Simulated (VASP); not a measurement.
Runs of VASP 6.6.1 on Si4C. The structure is that of space group R-3m (No. 166), or close to it. The cells are those of the table. The cell was generated, and may not be a known phase.

| task | cell | k mesh | cutoff (eV) | gap on the mesh (eV) | pressure (GPa) | relaxed volume (Å³/atom) |
| --- | --- | --- | --- | --- | --- | --- |
| relaxation of cell and atoms | relaxed from a = 4.313 Å, angles 75.4°, 5 atoms | 6 × 6 × 6 | 600 | none | 0.2 | 13.11 |
| single point | a = 4.090 Å, angles 80.1°, 5 atoms | 12 × 12 × 12 | 520 | none | 0.0 | - |
| single point | a = 4.099 Å, angles 79.7°, 5 atoms | 6 × 6 × 6 | 520 | none | (a) | - |
| relaxation of cell and atoms | relaxed from a = 4.099 Å, angles 79.7°, 5 atoms | 12 × 12 × 12 | 600 | none | 0.1 | 13.13 |

Alike in all rows: level PBE; potentials or basis VASP PAW PBE potentials, release 64 (Si, C); no spin polarisation; smearing gaussian 0.1 eV.

Task: Fill in the values left out.

Result: (a) -0.3.

A gap of «none» marks levels without a gap at the run's occupations.
